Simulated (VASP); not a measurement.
# Ge (Pm-3m) in VASP: notebook

The runs below take Ge through single point, with PBE.

Everything below comes from runs of VASP 6.6.1. Logs are shortened: lines on timing, memory, paths and dates and some standing lists are left out, and cuts for length are marked.

## (1) The cell of the first run

Symmetry: Pm-3m, No. 221, cubic system. The conventional cell has a = 2.473 Å, b = 2.473 Å, c = 2.473 Å, α = 90.00°, β = 90.00°, γ = 90.00°. Within 3.3 Å of Ge (site symmetry m-3m) lie 6 Ge at 2.47 Å.

## (2) Single point, PBE (volume scaled by 0.76)

File INCAR:

```
SYSTEM = Ge
PREC = Accurate
ENCUT = 520
EDIFF = 1E-7
ISMEAR = -1
SIGMA = 0.08
LREAL = .FALSE.
LASPH = .TRUE.
NELM = 60
ALGO = Normal
ISIF = 2
LWAVE = .FALSE.
LCHARG = .TRUE.
GGA = PE
LELF = .TRUE.
LVHAR = .TRUE.
NBANDS = 13
```

File KPOINTS:

```
regular mesh
0
G
  15 15 15
  0 0 0
```

File POSCAR:

```
Ge
1.0
    2.4733899018      0.0000000000      0.0000000000
    0.0000000000      2.4733899018      0.0000000000
    0.0000000000      0.0000000000      2.4733899018
Ge
1
Direct
    0.0000000000      0.0000000000      0.0000000000
```

Potentials or basis: VASP PAW PBE potentials, release 64 (Ge_d).

Run with:

```
$ cat potpaw_PBE.64/Ge_d/POTCAR > POTCAR
$ mpirun -np 1 vasp_std > vasp.out
```

OUTCAR:

```text
SYSTEM = Ge
   PREC = Accurate
   ENCUT = 520
   EDIFF = 1E-7
   ISMEAR = -1
   LREAL = .FALSE.
   LASPH = .TRUE.
   NELM = 60
   ISIF = 2
   GGA = PE

 ion  position               nearest neighbor table
   1  0.000  0.000  0.000-

  LATTYP: Found a simple cubic cell.
 ALAT       =     2.4733899018

  Lattice vectors:

 A1 = (   2.4733899018,   0.0000000000,   0.0000000000)
 A2 = (   0.0000000000,   2.4733899018,   0.0000000000)
 A3 = (   0.0000000000,   0.0000000000,   2.4733899018)

Analysis of symmetry for initial positions (statically):
=====================================================================
 Subroutine PRICEL returns:
 Original cell was already a primitive cell.

 Routine SETGRP: Setting up the symmetry group for a
 simple cubic supercell.

 Subroutine GETGRP returns: Found 48 space group operations
 (whereof 48 operations were pure point group operations)
 out of a pool of 48 trial point group operations.

The static configuration has the point symmetry O_h .

Analysis of symmetry for dynamics (positions and initial velocities):
=====================================================================
 Subroutine PRICEL returns:
 Original cell was already a primitive cell.

 Routine SETGRP: Setting up the symmetry group for a
 simple cubic supercell.

 Subroutine GETGRP returns: Found 48 space group operations
 (whereof 48 operations were pure point group operations)
 out of a pool of 48 trial point group operations.

The dynamic configuration has the point symmetry O_h .

 Subroutine INISYM returns: Found 48 space group operations
 (whereof 48 operations are pure point group operations),
 and found     1 'primitive' translations

----------------------------------------------------------------------------------------

                                     Primitive cell

  volume of cell :      15.1314

  direct lattice vectors                    reciprocal lattice vectors
     2.473389902  0.000000000  0.000000000     0.404303421  0.000000000  0.000000000
     0.000000000  2.473389902  0.000000000     0.000000000  0.404303421  0.000000000
     0.000000000  0.000000000  2.473389902     0.000000000  0.000000000  0.404303421

  length of vectors
     2.473389902  2.473389902  2.473389902     0.404303421  0.404303421  0.404303421

  position of ions in fractional coordinates (direct lattice)
     0.000000000  0.000000000  0.000000000

  ion indices of the primitive-cell ions
   primitive index   ion index
                 1           1

----------------------------------------------------------------------------------------

 KPOINTS: regular mesh

Automatic generation of k-mesh.
 Grid dimensions read from file:
 generate k-points for:   15   15   15

 Generating k-lattice:

  Cartesian coordinates                     Fractional coordinates (reciprocal lattice)
     0.026953561  0.000000000  0.000000000     0.066666667  0.000000000  0.000000000
     0.000000000  0.026953561  0.000000000     0.000000000  0.066666667  0.000000000
     0.000000000  0.000000000  0.026953561     0.000000000  0.000000000  0.066666667

  Length of vectors
     0.026953561  0.026953561  0.026953561

  Shift w.r.t. Gamma in fractional coordinates (k-lattice)
     0.000000000  0.000000000  0.000000000

 Subroutine IBZKPT returns following result:
 ===========================================

 Found    120 irreducible k-points:

 Following reciprocal coordinates:
            Coordinates               Weight
  0.000000  0.000000  0.000000      1.000000
  0.066667  0.000000  0.000000      6.000000
  0.133333  0.000000  0.000000      6.000000
  0.200000  0.000000  0.000000      6.000000
  0.266667  0.000000  0.000000      6.000000
  0.333333  0.000000  0.000000      6.000000
[... 16 lines left out ...]
  0.266667  0.200000  0.000000     24.000000
  0.333333  0.200000  0.000000     24.000000
 [... further k-points ...]
   k-points           NKPTS =    120   k-points in BZ     NKDIM =    120   number of bands    NBANDS=     13
   number of dos      NEDOS =    301   number of ions     NIONS =      1
   total plane-waves  NPLWV =   5832
   dimension x,y,z NGX =    18 NGY =   18 NGZ =   18
   dimension x,y,z NGXF=    36 NGYF=   36 NGZF=   36
   ions per type =               1
   NGX,Y,Z   is equivalent  to a cutoff of  12.10, 12.10, 12.10 a.u.
   NGXF,Y,Z  is equivalent  to a cutoff of  24.20, 24.20, 24.20 a.u.
 SYSTEM =  Ge
   PREC   = accura    normal or accurate (medium, high low for compatibility)
   ISTART =      0    job   : 0-new  1-cont  2-samecut
   ICHARG =      2    charge: 1-file 2-atom 10-const
   ISPIN  =      1    spin polarized calculation?
   LNONCOLLINEAR =      F non collinear calculations
   LSORBIT =      F    spin-orbit coupling
   LASPH  =      T    aspherical Exc in radial PAW
   ENCUT  =  520.0 eV  38.22 Ry    6.18 a.u.   4.60  4.60  4.60*2*pi/ulx,y,z
   NELM   =     60;   NELMIN=  2; NELMDL= -5     # of ELM steps
   EDIFF  = 0.1E-06   stopping-criterion for ELM
   LREAL  =      F    real-space projection
   EDIFFG = 0.1E-05   stopping-criterion for IOM
   NSW    =      0    number of steps for IOM
   IBRION =     -1    ionic relax: 0-MD 1-quasi-New 2-CG
   NFREE  =      0    steps in history (QN), initial steepest desc. (CG)
   ISIF   =      2    stress and relaxation
   ISYM   =      2    0-nonsym 1-usesym 2-fastsym
   POTIM  = 0.5000    time-step for ionic-motion
   TEBEG  =    0.0;   TEEND  =   0.0 temperature during run
   PSTRESS=    0.0 pullay stress
   NELECT =      14.0000    total number of electrons
   NUPDOWN=      -1.0000    fix difference up-down
   EMIN   =  10.00;   EMAX   =-10.00  energy-range for DOS
   EFERMI =   0.00;   METHOD = LEGACY
   ISMEAR =    -1;   SIGMA  =   0.08  broadening in eV -4-tet -1-fermi 0-gaus
   EFERMI_NEDOS =   21; number of points for ismear=-14 and -15
   IALGO  =     38    algorithm
   IMIX   =      4    mixing-type and parameters
     AMIX     =   0.40;   BMIX     =  1.00
     AMIX_MAG =   1.60;   BMIX_MAG =  1.00
  volume/ion in A,a.u.               =      15.13       102.11
  Fermi-wavevector in a.u.,A,eV,Ry     =   1.595236  3.014559 34.623803  2.544778
  Thomas-Fermi vector in A             =   2.693186
   LORBIT       =      0    0 simple, 1 ext, 2 COOP (PROOUT), +10 PAW based schemes
   GGA     = PE    functional components
[... 5 lines left out ...]
 non-spin polarized calculation
  energy-cutoff  :      520.00
  volume of cell :       15.13
 maximum number of plane-waves:       437
   NGX =  9   NGY =  9   NGZ =  9

 number of electron      14.0000023 magnetization

 Free energy of the ion-electron system (eV)
  ---------------------------------------------------
  ext. energy  EPLUGINS =         0.00000000
  ---------------------------------------------------
  free energy    TOTEN  =        -3.87054996 eV

  energy without entropy =       -3.86415028  energy(sigma->0) =       -3.86735012

 E-fermi :   9.1746     XC(G=0): -12.3341

 val. band max:        9.1069890874   @ k =   0.2667   0.2667   0.1333
 cond. band min:       9.2143591811   @ k =   0.4000   0.4000   0.2667
 fundamental gap:      0.1073700937
 Fermi energy:         9.1746457721

 k-point     1 :       0.0000    0.0000    0.0000
  band No.  band energies     occupation
      1     -15.9228      2.00000
      2     -15.9228      2.00000
      3     -15.4005      2.00000
      4     -15.4005      2.00000
      5     -15.4005      2.00000
      6      -6.0806      2.00000
      7      17.3267      0.00000
      8      17.3267      0.00000
      9      17.3267      0.00000
     10      20.3306      0.00000
     11      20.3306      0.00000
     12      24.6982      0.00000
     13      41.4935      0.00000

 k-point     2 :       0.0667    0.0000    0.0000
  band No.  band energies     occupation
      1     -15.9213      2.00000
      2     -15.9062      2.00000
      3     -15.4065      2.00000
      4     -15.4065      2.00000
      5     -15.3999      2.00000
      6      -5.9720      2.00000
      7      15.5663      0.00000
      8      17.4388      0.00000
      9      17.4388      0.00000
     10      20.4221      0.00000
     11      21.7517      0.00000
     12      25.2925      0.00000
     13      39.8316      0.00000

 k-point     3 :       0.1333    0.0000    0.0000
  band No.  band energies     occupation
      1     -15.9171      2.00000
      2     -15.8597      2.00000
      3     -15.4237      2.00000
      4     -15.4237      2.00000
      5     -15.3985      2.00000
      6      -5.6458      2.00000
      7      12.8971      0.00000
      8      17.7714      0.00000
      9      17.7714      0.00000
     10      20.6964      0.00000
     11      23.0528      0.00000
     12      27.4136      0.00000
     13      37.2681      0.00000

 k-point     4 :       0.2000    0.0000    0.0000
  band No.  band energies     occupation
      1     -15.9109      2.00000
      2     -15.7916      2.00000
      3     -15.4490      2.00000
      4     -15.4490      2.00000
      5     -15.3964      2.00000
      6      -5.1011      2.00000
      7      10.2592      0.00000
      8      18.3118      0.00000
      9      18.3118      0.00000
     10      21.1524      0.00000
     11      23.7770      0.00000
     12      30.5071      0.00000
     13      34.7874      0.00000

 k-point     5 :       0.2667    0.0000    0.0000
  band No.  band energies     occupation
      1     -15.9038      2.00000
      2     -15.7142      2.00000
      3     -15.4778      2.00000
      4     -15.4778      2.00000
      5     -15.3939      2.00000
      6      -4.3388      2.00000
      7       7.7750      2.00000
      8      19.0343      0.00000
      9      19.0343      0.00000
     10      21.7862      0.00000
     11      24.4314      0.00000
     12      32.5205      0.00000
     13      32.6175      0.00000

 k-point     6 :       0.3333    0.0000    0.0000
  band No.  band energies     occupation
      1     -15.8969      2.00000
      2     -15.6410      2.00000
      3     -15.5053      2.00000
      4     -15.5053      2.00000
      5     -15.3916      2.00000
      6      -3.3677      2.00000
      7       5.4924      2.00000
      8      19.8869      0.00000
      9      19.8869      0.00000
     10      22.5852      0.00000
     11      25.1401      0.00000
     12      30.4903      0.00000
     13      30.5538      0.00000

 k-point     7 :       0.4000    0.0000    0.0000
  band No.  band energies     occupation
      1     -15.8916      2.00000
      2     -15.5842      2.00000
      3     -15.5267      2.00000
      4     -15.5267      2.00000
      5     -15.3898      2.00000
      6      -2.2252      2.00000
      7       3.4672      2.00000
      8      20.7551      0.00000
      9      20.7551      0.00000
     10      23.5040      0.00000
     11      25.8684      0.00000
     12      28.7476      0.00000
     13      28.8790      0.00000
[... 193 lines left out ...]
 k-point    20 :       0.4000    0.1333    0.0000
  band No.  band energies     occupation
      1     -15.8472      2.00000
      2     -15.5633      2.00000
      3     -15.5518      2.00000
      4     -15.5237      2.00000
      5     -15.4120      2.00000
      6      -1.8007      2.00000
      7       3.8874      2.00000
      8      16.4837      0.00000
      9      21.2128      0.00000
     10      22.6639      0.00000
     11      25.4603      0.00000
     12      28.9501      0.00000
     13      29.2669      0.00000

 k-point    21 :       0.4667    0.1333    0.0000
  band No.  band energies     occupation
      1     -15.8442      2.00000
      2     -15.5760      2.00000
      3     -15.5353      2.00000
      4     -15.5204      2.00000
      5     -15.4109      2.00000
      6      -0.6984      2.00000
      7       2.3437      2.00000
      8      17.2490      0.00000
      9      21.5871      0.00000
     10      21.8428      0.00000
     11      26.5332      0.00000
     12      27.8233      0.00000
     13      28.2337      0.00000

 k-point    22 :       0.2000    0.2000    0.0000
  band No.  band energies     occupation
      1     -15.8435      2.00000
      2     -15.7103      2.00000
      3     -15.5081      2.00000
      4     -15.4461      2.00000
      5     -15.4420      2.00000
      6      -4.1251      2.00000
      7      10.5655      0.00000
      8      11.9449      0.00000
      9      19.3012      0.00000
     10      23.1734      0.00000
     11      26.6035      0.00000
     12      30.4956      0.00000
     13      32.4179      0.00000

 k-point    23 :       0.2667    0.2000    0.0000
  band No.  band energies     occupation
      1     -15.8262      2.00000
      2     -15.6392      2.00000
      3     -15.5431      2.00000
      4     -15.4726      2.00000
      5     -15.4410      2.00000
      6      -3.3668      2.00000
      7       8.6046      1.99839
      8      12.1465      0.00000
      9      20.0281      0.00000
     10      23.2616      0.00000
     11      24.9589      0.00000
     12      31.7537      0.00000
     13      33.5104      0.00000

 k-point    24 :       0.3333    0.2000    0.0000
  band No.  band energies     occupation
      1     -15.8149      2.00000
      2     -15.5767      2.00000
      3     -15.5662      2.00000
      4     -15.4995      2.00000
      5     -15.4382      2.00000
      6      -2.4021      2.00000
      7       6.3938      2.00000
      8      12.9616      0.00000
      9      20.8885      0.00000
     10      21.8384      0.00000
     11      25.1517      0.00000
     12      31.4237      0.00000
     13      31.4368      0.00000

 [... further k-points ...]

------------------------ aborting loop because EDIFF is reached ----------------------------------------

  FORCE on cell =-STRESS in cart. coord.  units (eV):
  Direction    XX          YY          ZZ          XY          YZ          ZX
  --------------------------------------------------------------------------------------
  -------------------------------------------------------------------------------------
  Total        3.3172002      3.3172002      3.3172002      0.0000000      0.0000000      0.0000000
  in kB      351.2404392    351.2404392    351.2404392      0.0000000      0.0000000      0.0000000
  external PRESSURE =     351.2404392 kB  Pullay stress =       0.0000000 kB

 VOLUME and BASIS-vectors are now :
 -----------------------------------------------------------------------------
  energy-cutoff  :      520.00
  volume of cell :       15.13
      direct lattice vectors                 reciprocal lattice vectors
     2.473389902  0.000000000  0.000000000     0.404303421  0.000000000  0.000000000
     0.000000000  2.473389902  0.000000000     0.000000000  0.404303421  0.000000000
     0.000000000  0.000000000  2.473389902     0.000000000  0.000000000  0.404303421

 POSITION                                       TOTAL-FORCE (eV/Angst)
 -----------------------------------------------------------------------------------
      0.00000      0.00000      0.00000         0.000000      0.000000      0.000000
 -----------------------------------------------------------------------------------
    total drift:                                0.000000      0.000000      0.000000

  FREE ENERGIE OF THE ION-ELECTRON SYSTEM (eV)
  ---------------------------------------------------
  free  energy   TOTEN  =        -3.8705499648 eV

  energy  without entropy=       -3.8641502795  energy(sigma->0) =       -3.86735012
```

Wall time 6.5 s (1 thread of Intel Xeon 6975P-C (Granite Rapids), shared host); peak memory 0.13 GiB.

Results:

- Free energy: -3.8705 eV
- Pressure: 35.1 GPa
- Band gap on the k mesh: zero (band 7 reaches 17.33 eV, above the bottom of band 8 at 6.34 eV)

## (3) Single point, PBE (volume scaled by 0.76)

File INCAR:

```
PREC = Accurate
ENCUT = 520
EDIFF = 1E-7
ISMEAR = -1
SIGMA = 0.08
LREAL = F
LASPH = T
NELM = 60
ALGO = Normal
ISIF = 2
LWAVE = F
LCHARG = F
GGA = PE
NBANDS = 13
```

File KPOINTS:

```
Automatic mesh
0
Gamma
  15 15 15
```

POSCAR is that of step 2.

Potentials or basis: VASP PAW PBE potentials, release 64 (Ge_d).

Run with:

```
$ cat potpaw_PBE.64/Ge_d/POTCAR > POTCAR
$ mpirun -np 1 vasp_std > vasp.out
```

Run time: 6.2 s. Hardware: 1 thread of Intel Xeon 6975P-C (Granite Rapids), shared host; peak memory 0.13 GiB.

It converged, with:

| Item | Value |
| --- | --- |
| Free energy | -3.8705 eV |
| Pressure | 35.1 GPa |
| Band gap on the k mesh | zero (band 7 reaches 17.33 eV, above the bottom of band 8 at 6.34 eV) |

Levels at points of the mesh, in eV from the Fermi level:
```csv
k point,band 3,band 4,band 5,band 6,band 7,band 8,band 9,band 10,band 11,band 12
"(0.00, 0.00, 0.00)",-24.58,-24.58,-24.58,-15.26,8.15,8.15,8.15,11.16,11.16,15.52
```

(Part 1 of 2 ends here.)
